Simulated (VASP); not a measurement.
MgO, 2 atoms in the cell. Symmetry: I4mm, No. 107, tetragonal system. Conventional cell: a = 3.020 Å, b = 3.020 Å, c = 4.270 Å, α = 90.00°, β = 90.00°, γ = 90.00°. Within 2.7 Å of Mg (site symmetry 4mm) lie 6 O at 2.07 to 2.20 Å. O (site symmetry 4mm) has 6 Mg at 2.07 to 2.20 Å within 2.7 Å.  This cell differs from its parent crystal: all Mg atoms moved +0.062 Å, as atom 1 along Cartesian [0 1 0].

| Property | Result |
| --- | --- |
| Program | VASP 6.6.1 |
| Task | single point |
| Functional | r2SCAN |
| Potentials or basis | VASP PAW PBE potentials, release 64 (Mg_sv, O) |
| Cutoff | 750 eV |
| k mesh | 10 × 10 × 10 |
| Occupations | gaussian, width 0.05 eV |
| Spin | no spin polarisation |
| Dipole correction | no |
| Mended | yes |
| Further INCAR settings | ALGO = Normal; EDIFF = 1e-06; NBANDS = 15 |

Potentials or basis: VASP PAW PBE potentials, release 64 (Mg_sv, O).

The run is started by

```bash
$ cat potpaw_PBE.64/Mg_sv/POTCAR potpaw_PBE.64/O/POTCAR > POTCAR
$ cp INCAR.step1 INCAR
$ mpirun -np 1 vasp_std > vasp.out
$ cp INCAR.step2 INCAR
$ mpirun -np 1 vasp_std > vasp.out
```

Hardware: 1 thread of Intel(R) Xeon(R) Platinum 8375C CPU @ 2.90GHz (Ice Lake), with other jobs on the host.

**Question.** Estimate the wall time of this run.

**Answer.** Wall time 4.5 min on 1 thread of Intel(R) Xeon(R) Platinum 8375C CPU @ 2.90GHz (Ice Lake), with other jobs on the host, peak memory 0.19 GiB. Counts: k points 102.
